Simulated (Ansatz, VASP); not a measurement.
Cr in VASP and in Ansatz

```
Cr
1.0
     2.49730    0.00000    0.00000
    -1.24865    2.16273    0.00000
     0.00000    0.00000    2.28777
Cr
1
Direct
  0.00000 0.00000 0.00000
```

Alike in both runs: functional PBE; k mesh 9 × 9 × 8; occupations gaussian, width 0.1 eV; no spin polarisation.

Ansatz relaxed the structure, and its values are those at the end. VASP's run is a single point on that final structure, the one shown.

|  | VASP | Ansatz |
| --- | --- | --- |
| version | VASP 6.6.1 | Ansatz 0.2.0 |
| potentials or method | VASP PAW PBE potentials, release 64 (Cr_pv), cutoff 520 eV | scalar-relativistic, plane waves, PAW |
| valence electrons in the cell | 12 | 14 |

Ansatz gave:

| Quantity | Value |
| --- | --- |
| gap on the k mesh at the Fermi level (eV) | none |
| pressure (GPa) | 0.0 |

Task: Estimate VASP's values.

Result: gap on the k mesh at the Fermi level (eV): none; pressure (GPa): -0.3.

A gap of «none» marks a metal or a gap that the smearing closes. With one functional, cell and mesh, what is left measures potentials, basis and numerics. VASP's potentials hold 12 valence electrons a cell and Ansatz's 14, so a difference there can come from the potentials and not from the codes.
